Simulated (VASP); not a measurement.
Wanted: the native input for a VASP 6.6.1 run.

```yaml
Task: single point
Functional: PBEsol
Potentials_or_basis: VASP PAW PBE potentials, release 64 (Sc_sv)
Cutoff: 520 eV
k_mesh: 12 × 12 × 12
Occupations: fermi-dirac, width 0.03 eV
Spin: no spin polarisation
Dipole_correction: no
Further_INCAR_settings: ALGO = Normal; EDIFF = 1e-06; NBANDS = 12
```

The structure of Sc lies in POSCAR:

```
Sc
1.0
    0.0000000000      2.2398138059      2.2398138059
    2.2398138059      0.0000000000      2.2398138059
    2.2398138059      2.2398138059      0.0000000000
Sc
1
Direct
    0.0000000000      0.0000000000      0.0000000000
```

This cell differs from its parent crystal: volume scaled by 0.96.

One way to write it, as run:

INCAR

```
PREC = Accurate
ENCUT = 520
EDIFF = 1E-6
ISMEAR = -1
SIGMA = 0.03
LREAL = False
LASPH = True
NELM = 80
ALGO = Normal
ISIF = 2
LWAVE = False
LCHARG = True
GGA = PS
LELF = True
LVHAR = True
NBANDS = 12
```

KPOINTS

```
regular mesh
0
Gamma
  12 12 12
```

Potentials or basis: VASP PAW PBE potentials, release 64 (Sc_sv).

Launch:

```console
$ cat potpaw_PBE.64/Sc_sv/POTCAR > POTCAR
$ mpirun -np 1 vasp_std > vasp.out
```

Results of the run:

```
Pressure : 2.9 GPa
```

Caveat: the PAW data sets were made with another functional, which shifts forces and pressure a little.

It took 12 s on 1 thread of Intel(R) Xeon(R) Platinum 8488C (Sapphire Rapids), with other jobs on the host, peak memory 0.14 GiB.
